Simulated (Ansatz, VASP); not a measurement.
## Ag in VASP and in Ansatz

```
Ag
1.0
     0.00000    3.01899    3.01899
     3.01899    0.00000    3.01899
     3.01899    3.01899    0.00000
Ag
2
Direct
  0.87500 0.87500 0.87500
  0.12500 0.12500 0.12500
```

Alike in both runs: functional PBEsol; k mesh 13 × 13 × 13; occupations fermi-dirac, width 0.08 eV; no spin polarisation.

Ansatz relaxed the structure, and its values are those at the end. VASP's run is a single point on that final structure, the one shown.

```csv
,VASP,Ansatz
version,VASP 6.6.1,Ansatz 0.2.0
potentials or method,"VASP PAW PBE potentials, release 64 (Ag)","PAW with Ansatz's default frozen-core files, scalar-relativistic"
plane-wave cutoff (eV),520,420
valence electrons in the cell,22,38
```

|  | VASP | Ansatz | Ansatz less VASP |
| --- | --- | --- | --- |
| pressure (GPa) | -0.1 | 0.0 | +0.09 |

VASP's potentials were made for PBE, not for PBEsol. The functional is the same, so the differences come from potentials, cutoffs and numerics. VASP's potentials hold 22 valence electrons a cell and Ansatz's 38, so a difference there can come from the potentials and not from the codes.
